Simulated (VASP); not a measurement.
Wanted: the native input for a VASP 6.6.1 run.

| Property | Result |
| --- | --- |
| Task | relaxation of cell and atoms |
| Functional | PBE |
| Potentials or basis | VASP PAW PBE potentials, release 64 (Ta_pv, Al, Mo_sv) |
| Cutoff | 600 eV |
| k mesh | 12 × 12 × 6 |
| Occupations | gaussian, width 0.1 eV |
| Spin | no spin polarisation |
| Dipole correction | no |
| Further INCAR settings | ALGO = Fast; EDIFF = 1e-07; IBRION = 2; EDIFFG = -0.01; NSW = 100; ISIF = 3 |

The structure of TaAlMo3 lies in POSCAR:

```
TaAlMo3
1.0
    3.4532256506      0.0000000000      0.0000000000
    0.0000000000      3.4532256506      0.0000000000
    0.0000000000      0.0000000000      7.5092993757
Ta Al Mo
1 1 3
Direct
    0.0000000000      0.0000000000      0.5000000000
    0.5000000000      0.5000000000      0.0000000000
    0.5000000000      0.5000000000      0.3309592678
    0.5000000000      0.5000000000      0.6690407322
    0.0000000000      0.0000000000      0.0000000000
```

The cell was generated, and may not be a known phase.

The input as run:

INCAR

```
SYSTEM = TaAlMo3
ALGO = Fast ; EDIFF = 1E-7
EDIFFG = -0.01 ; ENCUT = 600
GGA = PE ; IBRION = 2
ISIF = 3 ; ISMEAR = 0
LASPH = .TRUE. ; LCHARG = .FALSE.
LREAL = .FALSE. ; LWAVE = .FALSE.
NELM = 60 ; NSW = 100
PREC = Accurate ; SIGMA = 0.1
```

KPOINTS

```
k-points
0
G
  12 12 6
  0 0 0
```

Potentials or basis: VASP PAW PBE potentials, release 64 (Ta_pv, Al, Mo_sv).

Command:

```bash
$ cat potpaw_PBE.64/Ta_pv/POTCAR potpaw_PBE.64/Al/POTCAR potpaw_PBE.64/Mo_sv/POTCAR > POTCAR
$ mpirun -np 1 vasp_std > vasp.out
```

Results of the run:

```
Relaxed volume                        : 17.89 Å³/atom
Relaxed cell                          : a = 3.447 Å, b = 3.447 Å, c = 7.528 Å, α = 90.00°, β = 90.00°, γ = 90.00°
Space group after relaxing (to 0.1 Å) : P4/mmm (No. 123)
Energy gained by relaxing             : 0.4 meV/atom
Ionic steps                           : 6
Pressure after relaxing               : 0.0 GPa
Largest force after relaxing          : 0.004 eV/Å
Band gap on the k mesh                : zero (bands 28 and 29 overlap by 0.95 eV)
```

Caveat: spin-orbit coupling is left out, which moves the levels of the heavy elements.

Run time: 31 min on 1 thread of Intel(R) Xeon(R) Platinum 8259CL CPU @ 2.50GHz (Skylake/Cascade Lake), on a shared host, peak memory 0.5 GiB.
